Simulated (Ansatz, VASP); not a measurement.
**One calculation of Al2O3, two programs**

```
Al O
1.0
     2.37908    1.37356    4.32990
    -2.37908    1.37356    4.32990
     0.00000   -2.74712    4.32990
Al O
4 6
Direct
  0.35229 0.35229 0.35229
  0.14771 0.14771 0.14771
  0.64771 0.64771 0.64771
  0.85229 0.85229 0.85229
  0.55621 0.94379 0.25000
  0.25000 0.55621 0.94379
  0.94379 0.25000 0.55621
  0.44379 0.05621 0.75000
  0.75000 0.44379 0.05621
  0.05621 0.75000 0.44379
```

Alike in both runs: task single point; functional r2SCAN; k mesh 6 × 6 × 6; occupations gaussian, width 0.1 eV; no spin polarisation.

|  | VASP | Ansatz |
| --- | --- | --- |
| version | VASP 6.6.1 | Ansatz 0.2.0 |
| potentials or method | VASP PAW PBE potentials, release 64 (Al, O), cutoff 520 eV | scalar-relativistic, plane waves, PAW |
| valence electrons in the cell | 48 | 48 |

```csv
,VASP,Ansatz,Ansatz less VASP
gap on the k mesh at the Fermi level (eV),7.15,7.13,-0.020
least direct gap on the mesh (eV),7.15,7.13,-0.020
pressure (GPa),-0.3,0.0,+0.32
"traceless stress, the component that is largest in VASP (GPa)",-0.27,-0.25,+0.027
rms of the force components (eV/Å),0.038,0.037,-0.0015
```

VASP's potentials were made for PBE, not for r2SCAN. Atom by atom the forces differ by 0.003 eV/Å (rms over components).
